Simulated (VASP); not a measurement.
BiO4, 5 atoms in the cell. Symmetry: I4/mmm, No. 139, tetragonal system. The conventional cell has a = 3.815 Å, b = 3.815 Å, c = 9.367 Å, α = 90.00°, β = 90.00°, γ = 90.00°. Within 3.8 Å of Bi (site symmetry 4/mmm) lie 18 O at 2.91 to 3.60 Å. O (site symmetry -4m2) has 8 O at 2.29 to 2.70 Å within 3.0 Å. O (site symmetry 4mm) has 5 O at 2.16 to 2.29 Å within 2.9 Å. 

```yaml
Program: VASP 6.6.1
Task: single point
Functional: PBE
Potentials_or_basis: VASP PAW PBE potentials, release 64 (Bi_d, O)
Cutoff: 520 eV
k_mesh: 6 × 6 × 6
Occupations: gaussian, width 0.1 eV
Spin: no spin polarisation
Dipole_correction: no
Further_INCAR_settings: ALGO = Normal; EDIFF = 1e-06; NBANDS = 28
```

Potentials or basis: VASP PAW PBE potentials, release 64 (Bi_d, O).

Command:

```bash
$ cat potpaw_PBE.64/Bi_d/POTCAR potpaw_PBE.64/O/POTCAR > POTCAR
$ mpirun -np 1 vasp_std > vasp.out
```

Hardware: 1 thread of Intel(R) Xeon(R) 6975P-C (Granite Rapids) (shared host).

Problem. Estimate the wall time of this run.

Solution. Wall time 38 s on 1 thread of Intel(R) Xeon(R) 6975P-C (Granite Rapids) (shared host), peak memory 0.25 GiB. Counts: scf iterations 15, k points 30.
